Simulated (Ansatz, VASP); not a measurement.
## KBr in VASP and in Ansatz

File INCAR:

```
  PREC = Accurate
  ENCUT = 500
  EDIFF = 1E-6
  ISMEAR = 0
  SIGMA = 0.01
  LREAL = False
  LASPH = True
  NELM = 120
  ALGO = Normal
  ISIF = 2
  LWAVE = False
  LCHARG = False
  GGA = PE
  ISYM = 0
  NBANDS = 15
  GGA_COMPAT = False
```

The input KPOINTS:

```
Automatic mesh
0
Gamma
  4 4 4
```

Contents of POSCAR:

```
KBr
1.0
    0.0000000000      3.3022478201      3.3022478201
    3.3022478201      0.0000000000      3.3022478201
    3.3022478201      3.3022478201      0.0000000000
K Br
1 1
Direct
    0.0000000000      0.0000000000      0.0000000000
    0.5000000000      0.5000000000      0.5000000000
```

Input for Ansatz:

```yaml
crystal:
  lattice:
    - [0.0, 3.3022478201, 3.3022478201]
    - [3.3022478201, 0.0, 3.3022478201]
    - [3.3022478201, 3.3022478201, 0.0]
  atoms:
    - { symbol: K, position: [0.0, 0.0, 0.0] }
    - { symbol: Br, position: [0.5, 0.5, 0.5] }
  symmetry: { detect: false }
kpoints:
  mp_grid: { grid: [4, 4, 4] }
hamiltonian:
  xc: pbe
scf:
  occupations: { method: fixed }
  n_extra_bands: 4
output:
  forces: true
  stress: true
  eigenvalues: true
```

Alike in both runs: task single point; functional PBE; k mesh 4 × 4 × 4; no spin polarisation.

|  | VASP | Ansatz |
| --- | --- | --- |
| version | VASP 6.6.1 | Ansatz 0.2.0 |
| potentials or method | VASP PAW PBE potentials, release 64 (K_sv, Br) | plane waves |
| plane-wave cutoff (eV) | 500 | 420 |
| occupations | gaussian, width 0.01 eV | fixed |
| valence electrons in the cell | 16 | 16 |

|  | VASP | Ansatz | Ansatz less VASP |
| --- | --- | --- | --- |
| gap on the k mesh at the Fermi level (eV) | 4.43 | 4.43 | +0.002 |
| pressure (GPa) | 0.7 | 0.7 | -0.03 |
